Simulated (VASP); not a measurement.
Write the native input for VASP 6.6.1 that does the following.

```
Task                   : single point
Functional             : PBEsol
Potentials or basis    : VASP PAW PBE potentials, release 64 (Ti_sv, Al)
Cutoff                 : 520 eV
k mesh                 : 12 × 12 × 3
Occupations            : gaussian, width 0.15 eV
Spin                   : no spin polarisation
Dipole correction      : no
Further INCAR settings : LREAL = Auto; ALGO = Fast; EDIFF = 1e-06; NBANDS = 56
```

The structure of TiAl3 lies in POSCAR:

```
TiAl3
1.0
   -3.8155481469      0.0000000000      0.0000000000
    0.0000000000     -3.8155481469      0.0000000000
    0.0000000000      0.0000000000     16.9579872322
Ti Al
4 12
Direct
    1.0000000000      0.0000000000      0.9457925525
    0.5000000000      0.5000000000      0.6935812052
    0.0000000000      0.0000000000      0.4413698578
    0.5000000000      0.5000000000      0.1891585105
    0.0000000000      0.0000000000      0.1891585105
    0.5000000000      0.5000000000      0.9457925525
    0.0000000000      0.0000000000      0.6935812052
    0.5000000000      0.5000000000      0.4413698578
    0.5000000000      0.0000000000      0.3152641842
    0.0000000000      0.5000000000      0.0630528368
    0.5000000000      0.0000000000      0.8196868789
    0.0000000000      0.5000000000      0.5674755315
    0.0000000000      0.5000000000      0.3152641842
    0.5000000000      0.0000000000      0.0630528368
    0.0000000000      0.5000000000      0.8196868789
    0.5000000000      0.0000000000      0.5674755315
```

This cell differs from its parent crystal: the distance across one plane changed.

The input as run:

INCAR

```
SYSTEM = TiAl3
  PREC = Accurate
  ENCUT = 520
  EDIFF = 1E-6
  ISMEAR = 0
  SIGMA = 0.15
  LREAL = Auto
  LASPH = .TRUE.
  NELM = 60
  ALGO = Fast
  ISIF = 2
  LWAVE = .FALSE.
  LCHARG = .TRUE.
  GGA = PS
  LELF = .TRUE.
  LVHAR = .TRUE.
  NBANDS = 56
```

KPOINTS

```
Automatic mesh
0
G
  12 12 3
  0 0 0
```

Potentials or basis: VASP PAW PBE potentials, release 64 (Ti_sv, Al).

Command:

```console
$ cat potpaw_PBE.64/Ti_sv/POTCAR potpaw_PBE.64/Al/POTCAR > POTCAR
$ mpirun -np 1 vasp_std > vasp.out
```

It gave:

```json
{"Pressure": "1.2 GPa", "Largest force": "0.904 eV/Å", "Band gap on the k mesh": "zero (bands 42 and 43 overlap by 1.88 eV)"}
```

Caveat: the cell differs from its parent crystal (the distance across one plane changed); the PAW data sets were made with another functional, which shifts forces and pressure a little.

Run time: 55 min on 1 thread of Oxide Virtual Turin-like Processor, on a shared host, peak memory 0.58 GiB.
